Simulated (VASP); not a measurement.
# TiAl (P-6m2) in VASP: further runs

Runs on TiAl. Level: PBEsol. Tasks: single point.

All numbers are computed with VASP 6.6.1; they aren't measurements. Logs are shortened: lines on timing, memory, paths and dates and some standing lists are left out, and cuts for length are marked.

## (1) The cell of the first run

Symmetry: P-6m2, No. 187, hexagonal system. Conventional cell: a = 2.734 Å, b = 2.734 Å, c = 4.990 Å, α = 90.00°, β = 90.00°, γ = 120.00°. Ti (site symmetry -6m2) has 6 Ti at 2.73 Å and 6 Al at 2.95 Å within 3.6 Å. Al (site symmetry -6m2) has 6 Al at 2.73 Å and 6 Ti at 2.95 Å within 3.6 Å.

## (2) Single point, PBEsol (strain -0.040 along x and y, +0.080 along z)

Contents of INCAR:

```
  ALGO = Fast
  EDIFF = 1E-6
  ENCUT = 520
  GGA = PS
  ISIF = 2
  ISMEAR = 0
  LASPH = T
  LCHARG = T
  LELF = T
  LREAL = F
  LVHAR = T
  LWAVE = F
  NBANDS = 14
  NELM = 60
  PREC = Accurate
  SIGMA = 0.15
```

Contents of KPOINTS:

```
k-points
0
Gamma
  24 24 14
```

Contents of POSCAR:

```
TiAl
1.0
    2.7339084333      0.0000000000      0.0000000000
   -1.3669542166      2.3676341549      0.0000000000
    0.0000000000      0.0000000000      4.9895403186
Ti Al
1 1
Direct
    0.0000000000      0.0000000000      0.0000000000
    0.3333333333      0.6666666667      0.5000000000
```

Potentials or basis: VASP PAW PBE potentials, release 64 (Ti_sv, Al).

The run is started by

```console
$ cat potpaw_PBE.64/Ti_sv/POTCAR potpaw_PBE.64/Al/POTCAR > POTCAR
$ mpirun -np 1 vasp_std > vasp.out
```

OUTCAR:

```text
EDIFF = 1E-6
   ENCUT = 520
   GGA = PS
   ISIF = 2
   ISMEAR = 0
   LASPH = T
   LREAL = F
   NELM = 60
   PREC = Accurate

 ion  position               nearest neighbor table
   1  0.000  0.000  0.000-   2 2.95   2 2.95   2 2.95   2 2.95   2 2.95   2 2.95
   2  0.333  0.667  0.500-   1 2.95   1 2.95   1 2.95   1 2.95   1 2.95   1 2.95

  LATTYP: Found a hexagonal cell.
 ALAT       =     2.7339084333
 C/A-ratio  =     1.8250575834

  Lattice vectors:

 A1 = (   2.7339084333,   0.0000000000,   0.0000000000)
 A2 = (  -1.3669542166,   2.3676341549,   0.0000000000)
 A3 = (   0.0000000000,   0.0000000000,   4.9895403186)

Analysis of symmetry for initial positions (statically):
=====================================================================
 Subroutine PRICEL returns:
 Original cell was already a primitive cell.

 Routine SETGRP: Setting up the symmetry group for a
 hexagonal supercell.

 Subroutine GETGRP returns: Found 12 space group operations
 (whereof 12 operations were pure point group operations)
 out of a pool of 24 trial point group operations.

The static configuration has the point symmetry D_3h.

Analysis of symmetry for dynamics (positions and initial velocities):
=====================================================================
 Subroutine PRICEL returns:
 Original cell was already a primitive cell.

 Routine SETGRP: Setting up the symmetry group for a
 hexagonal supercell.

 Subroutine GETGRP returns: Found 12 space group operations
 (whereof 12 operations were pure point group operations)
 out of a pool of 24 trial point group operations.

The dynamic configuration has the point symmetry D_3h.

 Subroutine INISYM returns: Found 12 space group operations
 (whereof 12 operations are pure point group operations),
 and found     1 'primitive' translations

----------------------------------------------------------------------------------------

                                     Primitive cell

  volume of cell :      32.2968

  direct lattice vectors                    reciprocal lattice vectors
     2.733908433  0.000000000  0.000000000     0.365776698  0.211181275  0.000000000
    -1.366954217  2.367634155  0.000000000     0.000000000  0.422362550  0.000000000
     0.000000000  0.000000000  4.989540319     0.000000000  0.000000000  0.200419264

  length of vectors
     2.733908433  2.733908433  4.989540319     0.422362550  0.422362550  0.200419264

  position of ions in fractional coordinates (direct lattice)
     0.000000000  0.000000000  0.000000000
     0.333333333  0.666666667  0.500000000

  ion indices of the primitive-cell ions
   primitive index   ion index
                 1           1
                 2           2

----------------------------------------------------------------------------------------

 KPOINTS: k-points

Automatic generation of k-mesh.
 Grid dimensions read from file:
 generate k-points for:   24   24   14

 Generating k-lattice:

  Cartesian coordinates                     Fractional coordinates (reciprocal lattice)
     0.015240696  0.008799220  0.000000000     0.041666667  0.000000000  0.000000000
     0.000000000  0.017598440  0.000000000     0.000000000  0.041666667  0.000000000
     0.000000000  0.000000000  0.014315662     0.000000000  0.000000000  0.071428571

  Length of vectors
     0.017598440  0.017598440  0.014315662

  Shift w.r.t. Gamma in fractional coordinates (k-lattice)
     0.000000000  0.000000000  0.000000000

 Subroutine IBZKPT returns following result:
 ===========================================

 Found    488 irreducible k-points:

 Following reciprocal coordinates:
            Coordinates               Weight
  0.000000  0.000000  0.000000      1.000000
  0.041667 -0.000000  0.000000      6.000000
  0.083333 -0.000000  0.000000      6.000000
  0.125000 -0.000000  0.000000      6.000000
  0.166667 -0.000000  0.000000      6.000000
  0.208333 -0.000000  0.000000      6.000000
[... 16 lines left out ...]
  0.416667  0.041667  0.000000     12.000000
  0.458333  0.041667  0.000000     12.000000
 [... further k-points ...]
   k-points           NKPTS =    488   k-points in BZ     NKDIM =    488   number of bands    NBANDS=     14
   number of dos      NEDOS =    301   number of ions     NIONS =      2
   total plane-waves  NPLWV =  16000
   dimension x,y,z NGX =    20 NGY =   20 NGZ =   40
   dimension x,y,z NGXF=    40 NGYF=   40 NGZF=   80
   ions per type =               1   1
   NGX,Y,Z   is equivalent  to a cutoff of  12.16, 12.16, 13.33 a.u.
   NGXF,Y,Z  is equivalent  to a cutoff of  24.32, 24.32, 26.66 a.u.
 SYSTEM =  unknown system
   PREC   = accura    normal or accurate (medium, high low for compatibility)
   ISTART =      0    job   : 0-new  1-cont  2-samecut
   ICHARG =      2    charge: 1-file 2-atom 10-const
   ISPIN  =      1    spin polarized calculation?
   LNONCOLLINEAR =      F non collinear calculations
   LSORBIT =      F    spin-orbit coupling
   LASPH  =      T    aspherical Exc in radial PAW
   ENCUT  =  520.0 eV  38.22 Ry    6.18 a.u.   5.08  5.08  9.28*2*pi/ulx,y,z
   NELM   =     60;   NELMIN=  2; NELMDL= -5     # of ELM steps
   EDIFF  = 0.1E-05   stopping-criterion for ELM
   LREAL  =      F    real-space projection
   EDIFFG = 0.1E-04   stopping-criterion for IOM
   NSW    =      0    number of steps for IOM
   IBRION =     -1    ionic relax: 0-MD 1-quasi-New 2-CG
   NFREE  =      0    steps in history (QN), initial steepest desc. (CG)
   ISIF   =      2    stress and relaxation
   ISYM   =      2    0-nonsym 1-usesym 2-fastsym
   POTIM  = 0.5000    time-step for ionic-motion
   TEBEG  =    0.0;   TEEND  =   0.0 temperature during run
   PSTRESS=    0.0 pullay stress
   NELECT =      15.0000    total number of electrons
   NUPDOWN=      -1.0000    fix difference up-down
   EMIN   =  10.00;   EMAX   =-10.00  energy-range for DOS
   EFERMI =   0.00;   METHOD = LEGACY
   ISMEAR =     0;   SIGMA  =   0.15  broadening in eV -4-tet -1-fermi 0-gaus
   EFERMI_NEDOS =   21; number of points for ismear=-14 and -15
   IALGO  =     68    algorithm
   IMIX   =      4    mixing-type and parameters
     AMIX     =   0.40;   BMIX     =  1.00
     AMIX_MAG =   1.60;   BMIX_MAG =  1.00
  volume/ion in A,a.u.               =      16.15       108.97
  Fermi-wavevector in a.u.,A,eV,Ry     =   1.267804  2.395803 21.869021  1.607328
  Thomas-Fermi vector in A             =   2.400933
   LORBIT       =      0    0 simple, 1 ext, 2 COOP (PROOUT), +10 PAW based schemes
   GGA     = PS    functional components
   LHFCALC =     F    Hartree Fock is set to
   AEXX    =    0.0000 exact exchange contribution
   IVDW    =     0    specifies the selected vdW correction
   LEPSILON=     F    determine dielectric tensor
   LRPA    =     F    only Hartree local field effects (RPA)
 non-spin polarized calculation
 RMM-DIIS sequential band-by-band and
 Gauss-broadening in eV      SIGMA  =   0.15
  energy-cutoff  :      520.00
  volume of cell :       32.30
 maximum number of plane-waves:       894
   NGX = 11   NGY = 11   NGZ = 19

 number of electron      14.9999998 magnetization

 Free energy of the ion-electron system (eV)
  ---------------------------------------------------
  ext. energy  EPLUGINS =         0.00000000
  ---------------------------------------------------
  free energy    TOTEN  =       -12.78645350 eV

  energy without entropy =      -12.76399179  energy(sigma->0) =      -12.77522265

 E-fermi :   8.2613     XC(G=0): -11.1518

 val. band max:        8.2612049153   @ k =   0.3333   0.2917   0.1429
 cond. band min:       8.2616027858   @ k =   0.2083   0.1250   0.0000
 fundamental gap:      0.0003978705
 Fermi energy:         8.2613472414

 k-point     1 :       0.0000    0.0000    0.0000
  band No.  band energies     occupation
      1     -48.0591      2.00000
      2     -24.4991      2.00000
      3     -23.8731      2.00000
      4     -23.8731      2.00000
      5      -1.1610      2.00000
      6       5.3581      2.00000
      7       5.4957      2.00000
      8       9.5402      0.00000
      9       9.5402      0.00000
     10      10.8781      0.00000
     11      11.3620      0.00000
     12      11.3620      0.00000
     13      22.3032      0.00000
     14      22.3411      0.00000

 k-point     2 :       0.0417   -0.0000    0.0000
  band No.  band energies     occupation
      1     -48.0563      2.00000
      2     -24.4966      2.00000
      3     -23.8890      2.00000
      4     -23.8766      2.00000
      5      -1.1139      2.00000
      6       5.4169      2.00000
      7       5.5126      2.00000
      8       9.4924      0.00000
      9       9.5826      0.00000
     10      10.8960      0.00000
     11      11.3482      0.00000
     12      11.3483      0.00000
     13      21.4019      0.00000
     14      21.8546      0.00000

 k-point     3 :       0.0833   -0.0000    0.0000
  band No.  band energies     occupation
      1     -48.0481      2.00000
      2     -24.4892      2.00000
      3     -23.9354      2.00000
      4     -23.8869      2.00000
      5      -0.9728      2.00000
      6       5.5623      2.00000
      7       5.5893      2.00000
      8       9.3577      0.00000
      9       9.7083      0.00000
     10      10.9486      0.00000
     11      11.3085      0.00000
     12      11.3107      0.00000
     13      19.8906      0.00000
     14      21.1463      0.00000

 k-point     4 :       0.1250   -0.0000    0.0000
  band No.  band energies     occupation
      1     -48.0350      2.00000
      2     -24.4774      2.00000
      3     -24.0088      2.00000
      4     -23.9032      2.00000
      5      -0.7391      2.00000
      6       5.6418      2.00000
      7       5.8621      2.00000
      8       9.1601      0.00000
      9       9.9129      0.00000
     10      11.0320      0.00000
     11      11.2457      0.00000
     12      11.2599      0.00000
     13      18.3264      0.00000
     14      20.4637      0.00000

 k-point     5 :       0.1667   -0.0000    0.0000
  band No.  band energies     occupation
      1     -48.0179      2.00000
      2     -24.4619      2.00000
      3     -24.1036      2.00000
      4     -23.9244      2.00000
      5      -0.4146      2.00000
      6       5.7458      2.00000
      7       6.2079      2.00000
      8       8.9378      0.00000
      9      10.1892      0.00000
     10      11.1400      0.00000
     11      11.1650      0.00000
[... 276 lines left out ...]
 k-point    22 :       0.3750    0.0417    0.0000
  band No.  band energies     occupation
      1     -47.9089      2.00000
      2     -24.6735      2.00000
      3     -24.3640      2.00000
      4     -24.0642      2.00000
      5       2.8748      2.00000
      6       6.3952      2.00000
      7       6.7033      2.00000
      8       7.7998      1.99999
      9      10.5670      0.00000
     10      11.5873      0.00000
     11      11.7342      0.00000
     12      12.1909      0.00000
     13      12.8577      0.00000
     14      16.8596      0.00000

 k-point    23 :       0.4167    0.0417    0.0000
  band No.  band energies     occupation
      1     -47.8979      2.00000
      2     -24.7287      2.00000
      3     -24.3543      2.00000
      4     -24.0777      2.00000
      5       3.6718      2.00000
      6       6.3762      2.00000
      7       6.4552      2.00000
      8       7.1808      2.00000
      9      10.5108      0.00000
     10      11.8237      0.00000
     11      11.9350      0.00000
     12      12.3027      0.00000
     13      13.2657      0.00000
     14      16.6344      0.00000

 k-point    24 :       0.4583    0.0417    0.0000
  band No.  band energies     occupation
      1     -47.8922      2.00000
      2     -24.7571      2.00000
      3     -24.3492      2.00000
      4     -24.0847      2.00000
      5       4.4086      2.00000
      6       5.7890      2.00000
      7       6.4857      2.00000
      8       6.9239      2.00000
      9      10.4818      0.00000
     10      11.9498      0.00000
     11      12.0689      0.00000
     12      12.3939      0.00000
     13      13.5544      0.00000
     14      16.5689      0.00000

 [... further k-points ...]
[... 5 lines left out ...]
  --------------------------------------------------------------------------------------
  -------------------------------------------------------------------------------------
  Total        1.5296250      1.5296250     -2.7407645      0.0000000      0.0000000      0.0000000
  in kB       75.8815981     75.8815981   -135.9637729      0.0000000      0.0000000      0.0000000
  external PRESSURE =       5.2664745 kB  Pullay stress =       0.0000000 kB

 VOLUME and BASIS-vectors are now :
 -----------------------------------------------------------------------------
  energy-cutoff  :      520.00
  volume of cell :       32.30
      direct lattice vectors                 reciprocal lattice vectors
     2.733908433  0.000000000  0.000000000     0.365776698  0.211181275  0.000000000
    -1.366954217  2.367634155  0.000000000     0.000000000  0.422362550  0.000000000
     0.000000000  0.000000000  4.989540319     0.000000000  0.000000000  0.200419264

 POSITION                                       TOTAL-FORCE (eV/Angst)
 -----------------------------------------------------------------------------------
      0.00000      0.00000      0.00000        -0.000000      0.000000      0.000000
     -0.00000      1.57842      2.49477         0.000000     -0.000000      0.000000
 -----------------------------------------------------------------------------------
    total drift:                                0.000000     -0.000000      0.000000

  FREE ENERGIE OF THE ION-ELECTRON SYSTEM (eV)
  ---------------------------------------------------
  free  energy   TOTEN  =       -12.7864535039 eV

  energy  without entropy=      -12.7639917946  energy(sigma->0) =      -12.77522265
```

It took 3.1 min on 1 thread of Intel Xeon 6975P-C (Granite Rapids), shared host; peak memory 0.33 GiB.

What came out:

```yaml
Free_energy: -12.7865 eV
Pressure: 0.5 GPa
```

Stress tensor (GPa, compression positive):
```
  7.59   0.00   0.00
  0.00   7.59   0.00
  0.00   0.00 -13.60
```

Caveat: the cell differs from its parent crystal (strain -0.040 along x and y, +0.080 along z); the PAW data sets were made with another functional, which shifts forces and pressure a little.

## (3) Single point, PBEsol (strain +0.040 along x and y, -0.080 along z)

Contents of INCAR:

```
SYSTEM = TiAl
ALGO = Fast ; EDIFF = 1E-7
ENCUT = 520 ; GGA = PS
ISIF = 2 ; ISMEAR = 0
LASPH = .True. ; LCHARG = .False.
LREAL = .False. ; LWAVE = .False.
NBANDS = 14 ; NELM = 100
PREC = Accurate ; SIGMA = 0.15
```

Contents of KPOINTS:

```
k-points
0
Gamma
  24 24 14
  0 0 0
```

Contents of POSCAR:

```
TiAl
1.0
    2.9617341361      0.0000000000      0.0000000000
   -1.4808670680      2.5649370011      0.0000000000
    0.0000000000      0.0000000000      4.2503491602
Ti Al
1 1
Direct
    0.0000000000      0.0000000000      0.0000000000
    0.3333333333      0.6666666667      0.5000000000
```

Potentials or basis: VASP PAW PBE potentials, release 64 (Ti_sv, Al).

The run is started by

```console
$ cat potpaw_PBE.64/Ti_sv/POTCAR potpaw_PBE.64/Al/POTCAR > POTCAR
$ mpirun -np 1 vasp_std > vasp.out
```

It took 3.1 min on 1 thread of Intel Xeon 6975P-C (Granite Rapids), shared host; peak memory 0.34 GiB.

Results (log left out):

```
Free energy : -12.8135 eV
Pressure    : 3.1 GPa
```

Stress tensor (GPa, compression positive):
```
-2.05  0.00  0.00
 0.00 -2.05  0.00
 0.00  0.00 13.44
```

Levels at points of the mesh, in eV from the Fermi level:
| k point | band 6 | band 7 | band 8 | band 9 | band 10 | band 11 |
| --- | --- | --- | --- | --- | --- | --- |
| (0.00, 0.00, 0.00) | -1.88 | -0.67 | 1.17 | 1.17 | 2.46 | 2.46 |
| (0.50, 0.00, 0.00) | -3.08 | -1.41 | -0.87 | 1.82 | 3.66 | 4.40 |
| (0.00, 0.00, 0.50) | -5.08 | 0.25 | 1.22 | 1.22 | 2.26 | 2.26 |
| (0.50, 0.00, 0.50) | -2.22 | -1.84 | 0.40 | 1.23 | 1.40 | 3.67 |

Caveat: the cell differs from its parent crystal (strain +0.040 along x and y, -0.080 along z); the PAW data sets were made with another functional, which shifts forces and pressure a little.
